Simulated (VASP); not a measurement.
# TiO2 (P4_2/mnm) in VASP: a series of runs

The runs below take TiO2 through single point, with r2SCAN.

All numbers are computed with VASP 6.6.1; they aren't measurements. Logs are shortened: lines on timing, memory, paths and dates and some standing lists are left out, and cuts for length are marked.

**1. The cell of the first run**

Symmetry: P4_2/mnm, No. 136, tetragonal system. The conventional cell has a = 4.735 Å, b = 4.735 Å, c = 2.905 Å, α = 90.00°, β = 90.00°, γ = 90.00°. Within 2.6 Å of Ti (site symmetry mmm) lie 6 O at 1.94 to 2.05 Å. O (site symmetry m2m) has 3 Ti at 1.94 to 2.05 Å and 1 O at 2.59 Å within 2.6 Å.

**2. Single point, r2SCAN (epitaxial xy strain +3.0%)**

Input file POSCAR:

```
TiO2
1.0
    4.7347590988      0.0000000000      0.0000000000
    0.0000000000      4.7347590988      0.0000000000
    0.0000000000      0.0000000000      2.9049116111
Ti O
2 4
Direct
    0.0000000000      0.0000000000      0.0000000000
    0.5000000000      0.5000000000      0.5000000000
    0.3068151293      0.3068151293      0.0000000000
    0.1931848707      0.8068151293      0.5000000000
    0.8068151293      0.1931848707      0.5000000000
    0.6931848707      0.6931848707      0.0000000000
```

Input file INCAR.step1:

```
SYSTEM = TiO2
PREC = Accurate
ENCUT = 520
ISMEAR = 0
SIGMA = 0.01
LREAL = .False.
LASPH = .True.
NELM = 60
NBANDS = 33
GGA = PE
ALGO = Normal
EDIFF = 1E-4
LWAVE = .True.
LCHARG = .False.
```

Input file INCAR.step2:

```
SYSTEM = TiO2
PREC = Accurate
ENCUT = 520
EDIFF = 1E-7
ISMEAR = 0
SIGMA = 0.01
LREAL = .False.
LASPH = .True.
NELM = 60
ALGO = Normal
ISIF = 2
LWAVE = .False.
LCHARG = .True.
METAGGA = R2SCAN
LMIXTAU = .True.
LELF = .True.
LVHAR = .True.
NBANDS = 33
ISTART = 1
```

Input file KPOINTS:

```
Automatic mesh
0
Gamma
  6 6 8
  0 0 0
```

Potentials or basis: VASP PAW PBE potentials, release 64 (Ti_sv, O).

Run with:

```bash
> cat potpaw_PBE.64/Ti_sv/POTCAR potpaw_PBE.64/O/POTCAR > POTCAR
> cp INCAR.step1 INCAR
> mpirun -np 1 vasp_std > vasp.out
> cp INCAR.step2 INCAR
> mpirun -np 1 vasp_std > vasp.out
```

OUTCAR:

```text
SYSTEM = TiO2
   PREC = Accurate
   ENCUT = 520
   EDIFF = 1E-7
   ISMEAR = 0
   LREAL = .False.
   LASPH = .True.
   NELM = 60
   ISIF = 2
   METAGGA = R2SCAN
   ISTART = 1

 ion  position               nearest neighbor table
   1  0.000  0.000  0.000-   4 1.94   5 1.94   4 1.94   5 1.94   3 2.05   6 2.05
   2  0.500  0.500  0.500-   3 1.94   6 1.94   3 1.94   6 1.94   5 2.05   4 2.05
   3  0.307  0.307  0.000-   2 1.94   2 1.94   1 2.05
   4  0.193  0.807  0.500-   1 1.94   1 1.94   2 2.05
   5  0.807  0.193  0.500-   1 1.94   1 1.94   2 2.05
   6  0.693  0.693  0.000-   2 1.94   2 1.94   1 2.05

  LATTYP: Found a simple tetragonal cell.
 ALAT       =     4.7347590988
 C/A-ratio  =     0.6135289147

  Lattice vectors:

 A1 = (   4.7347590988,   0.0000000000,   0.0000000000)
 A2 = (   0.0000000000,   4.7347590988,   0.0000000000)
 A3 = (   0.0000000000,   0.0000000000,   2.9049116111)

Analysis of symmetry for initial positions (statically):
=====================================================================
 Subroutine PRICEL returns:
 Original cell was already a primitive cell.

 Routine SETGRP: Setting up the symmetry group for a
 simple tetragonal supercell.

 Subroutine GETGRP returns: Found 16 space group operations
 (whereof  8 operations were pure point group operations)
 out of a pool of 16 trial point group operations.

The static configuration has the point symmetry D_2h.
 The point group associated with its full space group is D_4h.

Analysis of symmetry for dynamics (positions and initial velocities):
=====================================================================
 Subroutine PRICEL returns:
 Original cell was already a primitive cell.

 Routine SETGRP: Setting up the symmetry group for a
 simple tetragonal supercell.

 Subroutine GETGRP returns: Found 16 space group operations
 (whereof  8 operations were pure point group operations)
 out of a pool of 16 trial point group operations.

The dynamic configuration has the point symmetry D_2h.
 The point group associated with its full space group is D_4h.

 Subroutine INISYM returns: Found 16 space group operations
 (whereof  8 operations are pure point group operations),
 and found     1 'primitive' translations

----------------------------------------------------------------------------------------

                                     Primitive cell

  volume of cell :      65.1221

  direct lattice vectors                    reciprocal lattice vectors
     4.734759099  0.000000000  0.000000000     0.211203987  0.000000000  0.000000000
     0.000000000  4.734759099  0.000000000     0.000000000  0.211203987  0.000000000
     0.000000000  0.000000000  2.904911611     0.000000000  0.000000000  0.344244553

  length of vectors
     4.734759099  4.734759099  2.904911611     0.211203987  0.211203987  0.344244553

  position of ions in fractional coordinates (direct lattice)
     0.000000000  0.000000000  0.000000000
     0.500000000  0.500000000  0.500000000
     0.306815129  0.306815129  0.000000000
     0.193184871  0.806815129  0.500000000
     0.806815129  0.193184871  0.500000000
     0.693184871  0.693184871  0.000000000

  ion indices of the primitive-cell ions
   primitive index   ion index
                 1           1
                 2           2
                 3           3
                 4           4
                 5           5
                 6           6

----------------------------------------------------------------------------------------

 KPOINTS: Automatic mesh

Automatic generation of k-mesh.
 Grid dimensions read from file:
 generate k-points for:    6    6    8

 Generating k-lattice:

  Cartesian coordinates                     Fractional coordinates (reciprocal lattice)
     0.035200665  0.000000000  0.000000000     0.166666667  0.000000000  0.000000000
     0.000000000  0.035200665  0.000000000     0.000000000  0.166666667  0.000000000
     0.000000000  0.000000000  0.043030569     0.000000000  0.000000000  0.125000000

  Length of vectors
     0.035200665  0.035200665  0.043030569

  Shift w.r.t. Gamma in fractional coordinates (k-lattice)
     0.000000000  0.000000000  0.000000000

 Subroutine IBZKPT returns following result:
 ===========================================

 Found     50 irreducible k-points:

 Following reciprocal coordinates:
            Coordinates               Weight
  0.000000  0.000000  0.000000      1.000000
  0.166667  0.000000  0.000000      4.000000
  0.333333  0.000000  0.000000      4.000000
  0.500000  0.000000  0.000000      2.000000
  0.166667  0.166667  0.000000      4.000000
  0.333333  0.166667  0.000000      8.000000
[... 16 lines left out ...]
  0.333333  0.000000  0.250000      8.000000
  0.500000  0.000000  0.250000      4.000000
 [... further k-points ...]
   k-points           NKPTS =     50   k-points in BZ     NKDIM =     50   number of bands    NBANDS=     33
   number of dos      NEDOS =    301   number of ions     NIONS =      6
   total plane-waves  NPLWV =  31104
   dimension x,y,z NGX =    36 NGY =   36 NGZ =   24
   dimension x,y,z NGXF=    72 NGYF=   72 NGZF=   48
   ions per type =               2   4
   NGX,Y,Z   is equivalent  to a cutoff of  12.64, 12.64, 13.74 a.u.
   NGXF,Y,Z  is equivalent  to a cutoff of  25.28, 25.28, 27.47 a.u.
 SYSTEM =  TiO2
   PREC   = accura    normal or accurate (medium, high low for compatibility)
   ISTART =      1    job   : 0-new  1-cont  2-samecut
   ICHARG =      0    charge: 1-file 2-atom 10-const
   ISPIN  =      1    spin polarized calculation?
   LNONCOLLINEAR =      F non collinear calculations
   LSORBIT =      F    spin-orbit coupling
   LASPH  =      T    aspherical Exc in radial PAW
   ENCUT  =  520.0 eV  38.22 Ry    6.18 a.u.   8.80  8.80  5.40*2*pi/ulx,y,z
   NELM   =     60;   NELMIN=  2; NELMDL=  0     # of ELM steps
   EDIFF  = 0.1E-06   stopping-criterion for ELM
   LREAL  =      F    real-space projection
   EDIFFG = 0.1E-05   stopping-criterion for IOM
   NSW    =      0    number of steps for IOM
   IBRION =     -1    ionic relax: 0-MD 1-quasi-New 2-CG
   NFREE  =      0    steps in history (QN), initial steepest desc. (CG)
   ISIF   =      2    stress and relaxation
   ISYM   =      2    0-nonsym 1-usesym 2-fastsym
   POTIM  = 0.5000    time-step for ionic-motion
   TEBEG  =    0.0;   TEEND  =   0.0 temperature during run
   PSTRESS=    0.0 pullay stress
   NELECT =      48.0000    total number of electrons
   NUPDOWN=      -1.0000    fix difference up-down
   EMIN   =  10.00;   EMAX   =-10.00  energy-range for DOS
   EFERMI =   0.00;   METHOD = LEGACY
   ISMEAR =     0;   SIGMA  =   0.01  broadening in eV -4-tet -1-fermi 0-gaus
   EFERMI_NEDOS =   21; number of points for ismear=-14 and -15
   IALGO  =     38    algorithm
   IMIX   =      4    mixing-type and parameters
     AMIX     =   0.40;   BMIX     =  1.00
     AMIX_MAG =   1.60;   BMIX_MAG =  1.00
  volume/ion in A,a.u.               =      10.85        73.24
  Fermi-wavevector in a.u.,A,eV,Ry     =   1.478810  2.794545 29.754291  2.186879
  Thomas-Fermi vector in A             =   2.593045
   LORBIT       =      0    0 simple, 1 ext, 2 COOP (PROOUT), +10 PAW based schemes
   METAGGA = R2SCAN    functional components
   LHFCALC =     F    Hartree Fock is set to
   AEXX    =    0.0000 exact exchange contribution
   IVDW    =     0    specifies the selected vdW correction
   LEPSILON=     F    determine dielectric tensor
   LRPA    =     F    only Hartree local field effects (RPA)
 non-spin polarized calculation
 Gauss-broadening in eV      SIGMA  =   0.01
  energy-cutoff  :      520.00
  volume of cell :       65.12
 maximum number of plane-waves:      1795
 NGX is ok and might be reduce to    36
   NGX = 17   NGY = 17   NGZ = 11

 number of electron      47.9999998 magnetization

 Free energy of the ion-electron system (eV)
  ---------------------------------------------------
  ext. energy  EPLUGINS =         0.00000000
  ---------------------------------------------------
  free energy    TOTEN  =       -69.68247217 eV

  energy without entropy =      -69.68247217  energy(sigma->0) =      -69.68247217

 E-fermi :   4.0436     XC(G=0): -11.8914

 val. band max:        3.8771838852   @ k =   0.0000   0.0000   0.0000
 cond. band min:       6.1836356211   @ k =   0.0000   0.0000   0.0000
 fundamental gap:      2.3064517359
 Fermi energy:         4.0436101980

 k-point     1 :       0.0000    0.0000    0.0000
  band No.  band energies     occupation
      1     -55.1508      2.00000
      2     -55.1380      2.00000
      3     -30.3824      2.00000
      4     -30.3824      2.00000
      5     -30.2310      2.00000
      6     -30.2310      2.00000
[... 25 lines left out ...]
     32      10.9099      0.00000
     33      10.9099      0.00000

 k-point     2 :       0.1667    0.0000    0.0000
  band No.  band energies     occupation
      1     -55.1499      2.00000
      2     -55.1388      2.00000
      3     -30.3753      2.00000
      4     -30.3748      2.00000
      5     -30.2392      2.00000
      6     -30.2387      2.00000
[... 25 lines left out ...]
     32      10.8373      0.00000
     33      10.8504      0.00000

 k-point     3 :       0.3333    0.0000    0.0000
  band No.  band energies     occupation
      1     -55.1476      2.00000
      2     -55.1411      2.00000
      3     -30.3577      2.00000
      4     -30.3566      2.00000
      5     -30.2588      2.00000
      6     -30.2576      2.00000
[... 25 lines left out ...]
     32      10.6961      0.00000
     33      10.7566      0.00000

 k-point     4 :       0.5000    0.0000    0.0000
  band No.  band energies     occupation
      1     -55.1443      2.00000
      2     -55.1443      2.00000
      3     -30.3449      2.00000
      4     -30.3449      2.00000
      5     -30.2711      2.00000
      6     -30.2711      2.00000
[... 25 lines left out ...]
     32       9.9860      0.00000
     33      10.6319      0.00000

 k-point     5 :       0.1667    0.1667    0.0000
  band No.  band energies     occupation
      1     -55.1492      2.00000
      2     -55.1396      2.00000
      3     -30.3844      2.00000
      4     -30.3557      2.00000
      5     -30.2593      2.00000
      6     -30.2297      2.00000
[... 604 lines left out ...]
 k-point    22 :       0.1667    0.0000    0.2500
  band No.  band energies     occupation
      1     -55.1239      2.00000
      2     -55.1160      2.00000
      3     -30.4294      2.00000
      4     -30.4159      2.00000
      5     -30.3072      2.00000
      6     -30.3059      2.00000
[... 25 lines left out ...]
     32       9.9686      0.00000
     33      10.4146      0.00000

 k-point    23 :       0.3333    0.0000    0.2500
  band No.  band energies     occupation
      1     -55.1222      2.00000
      2     -55.1177      2.00000
      3     -30.4313      2.00000
      4     -30.4230      2.00000
      5     -30.2916      2.00000
      6     -30.2885      2.00000
[... 25 lines left out ...]
     32       9.4813      0.00000
     33      10.5131      0.00000

 k-point    24 :       0.5000    0.0000    0.2500
  band No.  band energies     occupation
      1     -55.1200      2.00000
      2     -55.1200      2.00000
      3     -30.4293      2.00000
      4     -30.4293      2.00000
      5     -30.2784      2.00000
      6     -30.2784      2.00000
[... 25 lines left out ...]
     32       9.2410      0.00000
     33      10.8154      0.00000

 [... further k-points ...]

------------------------ aborting loop because EDIFF is reached ----------------------------------------

  FORCE on cell =-STRESS in cart. coord.  units (eV):
  Direction    XX          YY          ZZ          XY          YZ          ZX
  --------------------------------------------------------------------------------------
  -------------------------------------------------------------------------------------
  Total       -3.7354119     -3.7354119      0.6892893     -0.0000000      0.0000000      0.0000000
  in kB      -91.9010298    -91.9010298     16.9583426     -0.0000000      0.0000000      0.0000000
  external PRESSURE =     -55.6145723 kB  Pullay stress =       0.0000000 kB

 VOLUME and BASIS-vectors are now :
 -----------------------------------------------------------------------------
  energy-cutoff  :      520.00
  volume of cell :       65.12
      direct lattice vectors                 reciprocal lattice vectors
     4.734759099  0.000000000  0.000000000     0.211203987  0.000000000  0.000000000
     0.000000000  4.734759099  0.000000000     0.000000000  0.211203987  0.000000000
     0.000000000  0.000000000  2.904911611     0.000000000  0.000000000  0.344244553

 POSITION                                       TOTAL-FORCE (eV/Angst)
 -----------------------------------------------------------------------------------
      0.00000      0.00000      0.00000        -0.000000     -0.000000      0.000000
      2.36738      2.36738      1.45246        -0.000000     -0.000000      0.000000
      1.45270      1.45270      0.00000        -0.044857     -0.044857      0.000000
      0.91468      3.82008      1.45246         0.044857     -0.044857      0.000000
      3.82008      0.91468      1.45246        -0.044857      0.044857      0.000000
      3.28206      3.28206      0.00000         0.044857      0.044857      0.000000
 -----------------------------------------------------------------------------------
    total drift:                                0.000000      0.000000      0.000000

  FREE ENERGIE OF THE ION-ELECTRON SYSTEM (eV)
  ---------------------------------------------------
  free  energy   TOTEN  =       -69.6824721723 eV

  energy  without entropy=      -69.6824721723  energy(sigma->0) =      -69.68247217
```

It took 7.5 min on 1 thread of Intel Xeon 8259CL, shared host; peak memory 0.23 GiB.

Results:

```yaml
Free_energy: -69.6825 eV
Pressure: -5.6 GPa
Largest_force: 0.063 eV/Å
Band_gap_on_the_k_mesh: 2.31 eV
```

Forces on the atoms (eV/Å):
```
Ti   0.000  0.000  0.000
Ti   0.000  0.000  0.000
O   -0.045 -0.045  0.000
O    0.045 -0.045  0.000
O   -0.045  0.045  0.000
O    0.045  0.045  0.000
```

Levels at points of the mesh, in eV from the valence-band top:
```tsv
k point	band 22	band 23	band 24	band 25	band 26	band 27
(0.00, 0.00, 0.00)	-0.37	-0.37	0.00	2.31	2.60	3.07
(0.50, 0.00, 0.00)	-1.24	-0.65	-0.65	2.97	2.97	3.46
(0.50, 0.50, 0.00)	-1.01	-0.97	-0.97	2.33	2.33	3.08
(0.00, 0.00, 0.50)	-1.93	-1.38	-1.38	3.28	3.28	3.92
(0.50, 0.00, 0.50)	-1.92	-0.89	-0.89	2.40	2.40	3.92
(0.50, 0.50, 0.50)	-1.03	-0.67	-0.67	2.99	2.99	3.64
```

Caveat: the cell differs from its parent crystal (epitaxial xy strain +3.0%); the stress differs along the axes, from -9 to 2 GPa; the structure was generated, so it needn't be the stable form of TiO2; the PAW data sets were made with another functional, which shifts forces and pressure a little. A k mesh can miss the band edges.

**3. Single point, r2SCAN (epitaxial xy strain +4.0%)**

Input file POSCAR:

```
TiO2
1.0
    4.7807276338      0.0000000000      0.0000000000
    0.0000000000      4.7807276338      0.0000000000
    0.0000000000      0.0000000000      2.8917384034
Ti O
2 4
Direct
    0.0000000000      0.0000000000      0.0000000000
    0.5000000000      0.5000000000      0.5000000000
    0.3078137687      0.3078137687      0.0000000000
    0.1921862313      0.8078137687      0.5000000000
    0.8078137687      0.1921862313      0.5000000000
    0.6921862313      0.6921862313      0.0000000000
```

Input file INCAR.step1:

```
ALGO = Normal ; EDIFF = 1E-4
ENCUT = 520 ; GGA = PE
ISMEAR = 0 ; LASPH = T
LCHARG = F ; LREAL = F
LWAVE = T ; NBANDS = 33
NELM = 100 ; PREC = Accurate
SIGMA = 0.01
```

Input file INCAR.step2:

```
ALGO = Normal ; EDIFF = 1E-6
ENCUT = 520 ; ISIF = 2
ISMEAR = 0 ; ISTART = 1
LASPH = T ; LCHARG = T
LELF = T ; LMIXTAU = T
LREAL = F ; LVHAR = T
LWAVE = F ; METAGGA = R2SCAN
NBANDS = 33 ; NELM = 100
PREC = Accurate ; SIGMA = 0.01
```

Input file KPOINTS:

```
k-points
0
Gamma
  6 6 8
```

Potentials or basis: VASP PAW PBE potentials, release 64 (Ti_sv, O).

Run with:

```bash
> cat potpaw_PBE.64/Ti_sv/POTCAR potpaw_PBE.64/O/POTCAR > POTCAR
> cp INCAR.step1 INCAR
> mpirun -np 1 vasp_std > vasp.out
> cp INCAR.step2 INCAR
> mpirun -np 1 vasp_std > vasp.out
```

It took 7.4 min on 1 thread of Intel Xeon 8259CL, shared host; peak memory 0.24 GiB.

The run converged. Its results:

```yaml
Free_energy: -69.5955 eV
Pressure: -7.4 GPa
Largest_force: 0.065 eV/Å
Band_gap_on_the_k_mesh: 2.35 eV
```

Forces on the atoms (eV/Å):
```
Ti   0.000  0.000  0.000
Ti   0.000  0.000  0.000
O   -0.046 -0.046  0.000
O    0.046 -0.046  0.000
O   -0.046  0.046  0.000
O    0.046  0.046  0.000
```

Stress tensor (GPa, compression positive):
```
-11.92   0.00   0.00
  0.00 -11.92   0.00
  0.00   0.00   1.70
```

Levels at points of the mesh, in eV from the valence-band top:
```
           k point  band 21  band 22  band 23  band 24  band 25  band 26  band 27  band 28
(0.00, 0.00, 0.00)    -0.39    -0.31    -0.31     0.00     2.35     2.64     3.15     3.15
(0.50, 0.00, 0.00)    -1.09    -1.09    -0.60    -0.60     3.01     3.01     3.49     3.49
(0.50, 0.50, 0.00)    -0.88    -0.88    -0.88    -0.88     2.37     2.37     3.16     3.16
(0.00, 0.00, 0.50)    -1.76    -1.76    -1.33    -1.33     3.28     3.28     4.03     4.03
(0.50, 0.00, 0.50)    -1.86    -1.86    -0.80    -0.80     2.46     2.46     4.02     4.02
(0.50, 0.50, 0.50)    -0.93    -0.93    -0.65    -0.65     3.02     3.02     3.68     3.68
```

Caveat: the cell differs from its parent crystal (epitaxial xy strain +4.0%); the stress differs along the axes, from -12 to 2 GPa; the structure was generated, so it needn't be the stable form of TiO2; the PAW data sets were made with another functional, which shifts forces and pressure a little. A k mesh can miss the band edges.
